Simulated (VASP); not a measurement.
The system is TePb.

```
CELL_PARAMETERS angstrom
0.00000 3.27090 3.27090
3.27090 0.00000 3.27090
3.27090 3.27090 0.00000
ATOMIC_POSITIONS crystal
Te 0.00000 0.00000 0.00000
Pb 0.50000 0.50000 0.50000
```

Base run:

- Program: VASP 6.6.1
- Functional: PBE
- Potentials or basis: VASP PAW PBE potentials, release 64 (Te, Pb_d)
- Cutoff: 500 eV
- k mesh: 4 × 4 × 4
- Occupations: fermi-dirac, width 0.051704 eV
- Spin: no spin polarisation

Its results: band gap on the k mesh 0.81 eV, direct; pressure 0.4 GPa.

Task: The run is repeated on the same cell with these changes: functional from PBE to PBEsol. What comes out?

Result: Band gap on the k mesh 0.74 eV, direct; pressure -1.9 GPa.

PBEsol binds more tightly than PBE, so the same cell stands under less pressure.

Caveats: spin-orbit coupling is left out, which moves the levels of the heavy elements; the PAW data sets were made with another functional, which shifts forces and pressure a little (some runs).

A k mesh can miss the band edges.
